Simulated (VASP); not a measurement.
Wanted: the native input for a VASP 6.6.1 run.

- Task: single point
- Functional: HSE06
- Potentials or basis: VASP PAW PBE potentials, release 64 (Cu, Zn)
- Cutoff: 520 eV
- k mesh: 4 × 4 × 4
- Occupations: fermi-dirac, width 0.1 eV
- Spin: no spin polarisation
- Dipole correction: no
- Grid for exact exchange (PRECFOCK): Normal
- Further INCAR settings: ALGO = Normal; EDIFF = 1e-06; NBANDS = 18
- Share of exact exchange: 0.25
- Screening parameter: 0.2079 1/Å

Crystal: ZnCu (CsCl type).

```
Cu Zn
1.0
     3.00908    0.00000    0.00000
     0.00000    3.00908    0.00000
     0.00000    0.00000    3.00908
Cu Zn
1 1
Direct
  0.00000 0.00000 0.00000
  0.50000 0.50000 0.50000
```

These files were run (other wordings do the same):

POSCAR

```
ZnCu
1.0
    3.0090834293      0.0000000000      0.0000000000
    0.0000000000      3.0090834293      0.0000000000
    0.0000000000      0.0000000000      3.0090834293
Cu Zn
1 1
Direct
    0.0000000000      0.0000000000      0.0000000000
    0.5000000000      0.5000000000      0.5000000000
```

INCAR.step1

```
PREC = Accurate
ENCUT = 520
EDIFF = 1E-5
ISMEAR = -1
SIGMA = 0.1
LREAL = False
LASPH = True
NELM = 80
ALGO = Normal
ISIF = 2
LWAVE = True
LCHARG = False
GGA = PE
NBANDS = 18
```

INCAR.step2

```
PREC = Accurate
ENCUT = 520
EDIFF = 1E-6
ISMEAR = -1
SIGMA = 0.1
LREAL = False
LASPH = True
NELM = 80
ALGO = Normal
ISIF = 2
LWAVE = False
LCHARG = False
GGA = PE
LHFCALC = True
HFSCREEN = 0.2079
PRECFOCK = Normal
ISTART = 1
NBANDS = 18
```

KPOINTS

```
Automatic mesh
0
Gamma
  4 4 4
```

Potentials or basis: VASP PAW PBE potentials, release 64 (Cu, Zn).

Command:

```bash
$ cat potpaw_PBE.64/Cu/POTCAR potpaw_PBE.64/Zn/POTCAR > POTCAR
$ cp INCAR.step1 INCAR
$ mpirun -np 1 vasp_std > vasp.out
$ cp INCAR.step2 INCAR
$ mpirun -np 1 vasp_std > vasp.out
```

It gave:

```yaml
Pressure: -5.5 GPa
Band_gap_on_the_k_mesh: zero (an odd number of electrons rules out a gap without spin polarisation)
```

Caveat: the k points lie up to 0.52 Å⁻¹ apart, too coarse for converged energies and pressures of a metal; the PAW data sets were made with another functional, which shifts forces and pressure a little.

Wall time 7.9 min on 1 thread of Intel(R) Xeon(R) Platinum 8259CL CPU @ 2.50GHz (Skylake/Cascade Lake), with other jobs on the host, peak memory 0.25 GiB.
